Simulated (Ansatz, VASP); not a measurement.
**One calculation of BN, two programs**

The input INCAR:

```
ALGO = Normal ; EDIFF = 1E-7
ENCUT = 520 ; GGA = PE
ISIF = 2 ; ISMEAR = 0
IVDW = 12 ; LASPH = True
LCHARG = False ; LREAL = False
LWAVE = False ; NBANDS = 26
NELM = 60 ; PREC = Accurate
SIGMA = 0.05
```

File KPOINTS:

```
k-points
0
Gamma
  10 10 2
```

POSCAR

```
BN
1.0
   -2.5039917043      0.0000000000      0.0000000000
   -1.2519958521     -2.1685204268      0.0000000000
   -0.9389968891     -0.5421301067     13.3224000000
B N
4 4
Direct
    0.1145833333      0.1145833333      0.8750000000
    0.2395833333      0.2395833333      0.3750000000
    0.6354166667      0.6354166667      0.1250000000
    0.5104166667      0.5104166667      0.6250000000
    0.3020833333      0.3020833333      0.1250000000
    0.1770833333      0.1770833333      0.6250000000
    0.4479166667      0.4479166667      0.8750000000
    0.5729166667      0.5729166667      0.3750000000
```

Input for Ansatz:

```yaml
crystal:
  lattice:
    - [-2.5039917043, 0.0, 0.0]
    - [-1.2519958521, -2.1685204268, 0.0]
    - [-0.9389968891, -0.5421301067, 13.3224]
  atoms:
    - { symbol: B, position: [0.1145833333, 0.1145833333, 0.875] }
    - { symbol: B, position: [0.2395833333, 0.2395833333, 0.375] }
    - { symbol: B, position: [0.6354166667, 0.6354166667, 0.125] }
    - { symbol: B, position: [0.5104166667, 0.5104166667, 0.625] }
    - { symbol: "N", position: [0.3020833333, 0.3020833333, 0.125] }
    - { symbol: "N", position: [0.1770833333, 0.1770833333, 0.625] }
    - { symbol: "N", position: [0.4479166667, 0.4479166667, 0.875] }
    - { symbol: "N", position: [0.5729166667, 0.5729166667, 0.375] }
basis:
  ecutwfc: 420
kpoints:
  mp_grid: { grid: [10, 10, 2] }
hamiltonian:
  xc: pbe
  dispersion: d3bj
scf:
  occupations: { method: gaussian, width: 0.05 }
output:
  forces: true
  stress: true
  eigenvalues: true
```

Alike in both runs: task single point; functional PBE; dispersion D3(BJ); k mesh 10 × 10 × 2; occupations gaussian, width 0.05 eV; no spin polarisation.

```csv
,VASP,Ansatz
version,VASP 6.6.1,Ansatz 0.2.0
potentials or method,"VASP PAW PBE potentials, release 64 (B, N), cutoff 520 eV","scalar-relativistic, plane waves, PAW"
valence electrons in the cell,32,32
```

```tsv
	VASP	Ansatz	Ansatz less VASP
gap on the k mesh at the Fermi level (eV)	3.95	3.96	+0.008
least direct gap on the mesh (eV)	4.41	4.42	+0.005
pressure (GPa)	0.8	0.7	-0.07
traceless stress, the component that is largest in VASP (GPa)	-0.56	-0.36	+0.200
rms of the force components (eV/Å)	0.018	0.018	0.0000
```

Atom by atom the forces differ by 0.000 eV/Å (rms over components).
